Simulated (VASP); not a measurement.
# Hf2SeS3 (P-4m2) in VASP: further runs, part 2 of 3

VASP 6.6.1. Earlier steps stand in the parts before.

## (4) Single point, PBE

This run uses another cell than the first one, of 23.93 Å³/atom.

File INCAR:

```
SYSTEM = Hf2SeS3
ALGO = Normal
EDIFF = 1E-6
ENCUT = 520
GGA = PE
ISIF = 2
ISMEAR = 0
LASPH = .True.
LCHARG = .False.
LREAL = .False.
LWAVE = .False.
NBANDS = 31
NELM = 100
PREC = Accurate
SIGMA = 0.1
```

File KPOINTS:

```
k-points
0
Gamma
  4 4 4
  0 0 0
```

File POSCAR:

```
Hf2SeS3
1.0
    4.5941528178      0.0000000000      0.0000000000
    0.0000000000      4.5941528178      0.0000000000
    0.0000000000      0.0000000000      6.8035073456
Hf Se S
2 1 3
Direct
    0.5000000000      0.0000000000      0.2167090237
    0.0000000000      0.5000000000      0.7832909763
    0.5000000000      0.5000000000      0.5000000000
    0.0000000000      0.0000000000      0.2684789031
    0.0000000000      0.0000000000      0.7315210969
    0.5000000000      0.5000000000      0.0000000000
```

Potentials or basis: VASP PAW PBE potentials, release 64 (Hf_pv, Se, S).

Run with:

```console
> cat potpaw_PBE.64/Hf_pv/POTCAR potpaw_PBE.64/Se/POTCAR potpaw_PBE.64/S/POTCAR > POTCAR
> mpirun -np 1 vasp_std > vasp.out
```

OUTCAR:

```text
SYSTEM = Hf2SeS3
   EDIFF = 1E-6
   ENCUT = 520
   GGA = PE
   ISIF = 2
   ISMEAR = 0
   LASPH = .True.
   LREAL = .False.
   NELM = 100
   PREC = Accurate

 ion  position               nearest neighbor table
   1  0.500  0.000  0.217-   4 2.32   4 2.32   6 2.73   6 2.73   3 3.00   3 3.00
   2  0.000  0.500  0.783-   5 2.32   5 2.32   6 2.73   6 2.73   3 3.00   3 3.00
   3  0.500  0.500  0.500-   1 3.00   2 3.00   1 3.00   2 3.00
   4  0.000  0.000  0.268-   1 2.32   1 2.32
   5  0.000  0.000  0.732-   2 2.32   2 2.32
   6  0.500  0.500  0.000-   1 2.73   2 2.73   1 2.73   2 2.73

  LATTYP: Found a simple tetragonal cell.
 ALAT       =     4.5941528178
 C/A-ratio  =     1.4809057546

  Lattice vectors:

 A1 = (   4.5941528178,   0.0000000000,   0.0000000000)
 A2 = (   0.0000000000,   4.5941528178,   0.0000000000)
 A3 = (   0.0000000000,   0.0000000000,   6.8035073456)

Analysis of symmetry for initial positions (statically):
=====================================================================
 Subroutine PRICEL returns:
 Original cell was already a primitive cell.

 Routine SETGRP: Setting up the symmetry group for a
 simple tetragonal supercell.

 Subroutine GETGRP returns: Found  8 space group operations
 (whereof  8 operations were pure point group operations)
 out of a pool of 16 trial point group operations.

The static configuration has the point symmetry D_2d.

Analysis of symmetry for dynamics (positions and initial velocities):
=====================================================================
 Subroutine PRICEL returns:
 Original cell was already a primitive cell.

 Routine SETGRP: Setting up the symmetry group for a
 simple tetragonal supercell.

 Subroutine GETGRP returns: Found  8 space group operations
 (whereof  8 operations were pure point group operations)
 out of a pool of 16 trial point group operations.

The dynamic configuration has the point symmetry D_2d.

 Subroutine INISYM returns: Found  8 space group operations
 (whereof  8 operations are pure point group operations),
 and found     1 'primitive' translations

----------------------------------------------------------------------------------------

                                     Primitive cell

  volume of cell :     143.5965

  direct lattice vectors                    reciprocal lattice vectors
     4.594152818  0.000000000  0.000000000     0.217667988  0.000000000  0.000000000
     0.000000000  4.594152818  0.000000000     0.000000000  0.217667988  0.000000000
     0.000000000  0.000000000  6.803507346     0.000000000  0.000000000  0.146983012

  length of vectors
     4.594152818  4.594152818  6.803507346     0.217667988  0.217667988  0.146983012

  position of ions in fractional coordinates (direct lattice)
     0.500000000  0.000000000  0.216709024
     0.000000000  0.500000000  0.783290976
     0.500000000  0.500000000  0.500000000
     0.000000000  0.000000000  0.268478903
     0.000000000  0.000000000  0.731521097
     0.500000000  0.500000000  0.000000000

  ion indices of the primitive-cell ions
   primitive index   ion index
                 1           1
                 2           2
                 3           3
[... 29 lines left out ...]

 Following reciprocal coordinates:
            Coordinates               Weight
  0.000000  0.000000  0.000000      1.000000
  0.250000  0.000000  0.000000      4.000000
  0.500000  0.000000  0.000000      2.000000
  0.250000  0.250000  0.000000      4.000000
  0.500000  0.250000  0.000000      4.000000
  0.500000  0.500000  0.000000      1.000000
[... 10 lines left out ...]
  0.500000  0.250000  0.500000      4.000000
  0.500000  0.500000  0.500000      1.000000
   k-points           NKPTS =     18   k-points in BZ     NKDIM =     18   number of bands    NBANDS=     31
   number of dos      NEDOS =    301   number of ions     NIONS =      6
   total plane-waves  NPLWV =  69984
   dimension x,y,z NGX =    36 NGY =   36 NGZ =   54
   dimension x,y,z NGXF=    72 NGYF=   72 NGZF=  108
   ions per type =               2   1   3
   NGX,Y,Z   is equivalent  to a cutoff of  13.03, 13.03, 13.20 a.u.
   NGXF,Y,Z  is equivalent  to a cutoff of  26.05, 26.05, 26.39 a.u.
 SYSTEM =  Hf2SeS3
   PREC   = accura    normal or accurate (medium, high low for compatibility)
   ISTART =      0    job   : 0-new  1-cont  2-samecut
   ICHARG =      2    charge: 1-file 2-atom 10-const
   ISPIN  =      1    spin polarized calculation?
   LNONCOLLINEAR =      F non collinear calculations
   LSORBIT =      F    spin-orbit coupling
   LASPH  =      T    aspherical Exc in radial PAW
   ENCUT  =  520.0 eV  38.22 Ry    6.18 a.u.   8.54  8.54 12.65*2*pi/ulx,y,z
   NELM   =    100;   NELMIN=  2; NELMDL= -5     # of ELM steps
   EDIFF  = 0.1E-05   stopping-criterion for ELM
   LREAL  =      F    real-space projection
   EDIFFG = 0.1E-04   stopping-criterion for IOM
   NSW    =      0    number of steps for IOM
   IBRION =     -1    ionic relax: 0-MD 1-quasi-New 2-CG
   NFREE  =      0    steps in history (QN), initial steepest desc. (CG)
   ISIF   =      2    stress and relaxation
   ISYM   =      2    0-nonsym 1-usesym 2-fastsym
   POTIM  = 0.5000    time-step for ionic-motion
   TEBEG  =    0.0;   TEEND  =   0.0 temperature during run
   PSTRESS=    0.0 pullay stress
   NELECT =      44.0000    total number of electrons
   NUPDOWN=      -1.0000    fix difference up-down
   EMIN   =  10.00;   EMAX   =-10.00  energy-range for DOS
   EFERMI =   0.00;   METHOD = LEGACY
   ISMEAR =     0;   SIGMA  =   0.10  broadening in eV -4-tet -1-fermi 0-gaus
   EFERMI_NEDOS =   21; number of points for ismear=-14 and -15
   IALGO  =     38    algorithm
   IMIX   =      4    mixing-type and parameters
     AMIX     =   0.40;   BMIX     =  1.00
     AMIX_MAG =   1.60;   BMIX_MAG =  1.00
  volume/ion in A,a.u.               =      23.93       161.51
  Fermi-wavevector in a.u.,A,eV,Ry     =   1.103683  2.085659 16.573486  1.218117
  Thomas-Fermi vector in A             =   2.240145
   LORBIT       =      0    0 simple, 1 ext, 2 COOP (PROOUT), +10 PAW based schemes
   GGA     = PE    functional components
   LHFCALC =     F    Hartree Fock is set to
   AEXX    =    0.0000 exact exchange contribution
   IVDW    =     0    specifies the selected vdW correction
   LEPSILON=     F    determine dielectric tensor
   LRPA    =     F    only Hartree local field effects (RPA)
 non-spin polarized calculation
 Gauss-broadening in eV      SIGMA  =   0.10
  energy-cutoff  :      520.00
  volume of cell :      143.60
 maximum number of plane-waves:      3891
 NGX is ok and might be reduce to    36
   NGX = 17   NGY = 17   NGZ = 25

 number of electron      43.9999998 magnetization

 Free energy of the ion-electron system (eV)
  ---------------------------------------------------
  ext. energy  EPLUGINS =         0.00000000
  ---------------------------------------------------
  free energy    TOTEN  =       -41.99492591 eV

  energy without entropy =      -41.99471849  energy(sigma->0) =      -41.99482220

 E-fermi :   3.9730     XC(G=0):  -9.5366

 val. band max:        3.8253291680   @ k =   0.0000   0.0000   0.0000
 cond. band min:       4.1263540067   @ k =   0.0000   0.0000   0.0000
 fundamental gap:      0.3010248387
 Fermi energy:         3.9729910323

 k-point     1 :       0.0000    0.0000    0.0000
  band No.  band energies     occupation
      1     -28.1872      2.00000
      2     -28.1733      2.00000
      3     -28.0752      2.00000
      4     -28.0752      2.00000
      5     -28.0472      2.00000
      6     -28.0472      2.00000
[... 601 lines left out ...]
     30       7.5000      0.00000
     31       8.3976      0.00000

------------------------ aborting loop because EDIFF is reached ----------------------------------------

  FORCE on cell =-STRESS in cart. coord.  units (eV):
  Direction    XX          YY          ZZ          XY          YZ          ZX
  --------------------------------------------------------------------------------------
  -------------------------------------------------------------------------------------
  Total       -0.4028403     -0.4028403     -0.2116215      0.0000000      0.0000000     -0.0000000
  in kB       -4.4946906     -4.4946906     -2.3611664      0.0000000      0.0000000     -0.0000000
  external PRESSURE =      -3.7835159 kB  Pullay stress =       0.0000000 kB

 VOLUME and BASIS-vectors are now :
 -----------------------------------------------------------------------------
  energy-cutoff  :      520.00
  volume of cell :      143.60
      direct lattice vectors                 reciprocal lattice vectors
     4.594152818  0.000000000  0.000000000     0.217667988  0.000000000  0.000000000
     0.000000000  4.594152818  0.000000000     0.000000000  0.217667988  0.000000000
     0.000000000  0.000000000  6.803507346     0.000000000  0.000000000  0.146983012

 POSITION                                       TOTAL-FORCE (eV/Angst)
 -----------------------------------------------------------------------------------
      2.29708      0.00000      1.47438        -0.000000      0.000000     -0.002277
      0.00000      2.29708      5.32913        -0.000000      0.000000      0.002277
      2.29708      2.29708      3.40175        -0.000000     -0.000000      0.000000
      0.00000      0.00000      1.82660        -0.000000      0.000000     -0.009990
      0.00000      0.00000      4.97691        -0.000000      0.000000      0.009990
      2.29708      2.29708      0.00000         0.000000     -0.000000      0.000000
 -----------------------------------------------------------------------------------
    total drift:                                0.000000      0.000000      0.000000

  FREE ENERGIE OF THE ION-ELECTRON SYSTEM (eV)
  ---------------------------------------------------
  free  energy   TOTEN  =       -41.9949259100 eV

  energy  without entropy=      -41.9947184896  energy(sigma->0) =      -41.99482220
```

OSZICAR:

```text
N       E                     dE             d eps       ncg     rms          rms(c)
DAV:   1     0.230302763951E+03    0.23030E+03   -0.21344E+04  1116   0.127E+03
DAV:   2    -0.290045157533E+02   -0.25931E+03   -0.24875E+03  1407   0.285E+02
DAV:   3    -0.462777703515E+02   -0.17273E+02   -0.17057E+02  1377   0.611E+01
DAV:   4    -0.466442151078E+02   -0.36644E+00   -0.36565E+00  1514   0.102E+01
DAV:   5    -0.466502344176E+02   -0.60193E-02   -0.60180E-02  1468   0.127E+00    0.631E+01
DAV:   6    -0.421241088384E+02    0.45261E+01   -0.11276E+01  1263   0.128E+01    0.455E+01
DAV:   7    -0.421012830674E+02    0.22826E-01   -0.23468E+00  1522   0.717E+00    0.955E+00
DAV:   8    -0.420127471783E+02    0.88536E-01   -0.65753E-01  1285   0.347E+00    0.145E+00
DAV:   9    -0.419960273313E+02    0.16720E-01   -0.10003E-01  1350   0.140E+00    0.748E-01
DAV:  10    -0.419947971497E+02    0.12302E-02   -0.84824E-03  1327   0.449E-01    0.670E-01
DAV:  11    -0.419949316384E+02   -0.13449E-03   -0.78346E-04  1459   0.145E-01    0.198E-01
DAV:  12    -0.419949191594E+02    0.12479E-04   -0.91532E-05  1389   0.451E-02    0.795E-02
DAV:  13    -0.419949244577E+02   -0.52983E-05   -0.44850E-05  1410   0.284E-02    0.110E-02
DAV:  14    -0.419949259494E+02   -0.14917E-05   -0.64954E-06  1458   0.112E-02    0.341E-02
DAV:  15    -0.419949259100E+02    0.39391E-07   -0.94196E-07  1022   0.478E-03
   1 F= -.41994926E+02 E0= -.41994822E+02  d E =-.207420E-03
```

stdout:

```text
POSCAR found type information on POSCAR HfSeS
 POSCAR found :  3 types and       6 ions
 scaLAPACK will be used
 LDA part: xc-table for (Slater+PW92), standard interpolation
 POSCAR, INCAR and KPOINTS ok, starting setup
 FFT: planning ... GRIDC
 FFT: planning ... GRID_SOFT
 FFT: planning ... GRID
 WAVECAR not read
 entering main loop
```

Wall time 75 s (1 thread of Intel Xeon Platinum 8259CL at 2.50GHz (Skylake/Cascade Lake), shared host); peak memory 0.29 GiB.

Results:

```
Free energy            : -41.9949 eV
Pressure               : -0.4 GPa
Largest force          : 0.010 eV/Å
Band gap on the k mesh : 0.30 eV
```

Forces in eV/Å, atoms in the order of the input:
```
Hf   0.000  0.000 -0.002
Hf   0.000  0.000  0.002
Se   0.000  0.000  0.000
S    0.000  0.000 -0.010
S    0.000  0.000  0.010
S    0.000  0.000  0.000
```

Levels at points of the mesh, in eV from the valence-band top:
| k point | band 20 | band 21 | band 22 | band 23 | band 24 | band 25 |
| --- | --- | --- | --- | --- | --- | --- |
| (0.00, 0.00, 0.00) | -0.73 | -0.73 | 0.00 | 0.30 | 0.46 | 0.97 |
| (0.50, 0.00, 0.00) | -1.38 | -1.12 | -1.10 | 0.99 | 1.12 | 1.14 |
| (0.50, 0.50, 0.00) | -1.90 | -1.71 | -1.53 | 1.46 | 1.46 | 2.39 |
| (0.00, 0.00, 0.50) | -1.92 | -0.68 | -0.68 | 0.43 | 0.77 | 0.81 |
| (0.50, 0.00, 0.50) | -1.82 | -1.45 | -1.40 | 0.61 | 0.79 | 1.16 |
| (0.50, 0.50, 0.50) | -2.64 | -1.21 | -1.21 | 1.33 | 1.33 | 2.09 |

Caveat: spin-orbit coupling is left out, which moves the levels of the heavy elements. A k mesh can miss the band edges.

(Continued in part 3 of 3.)
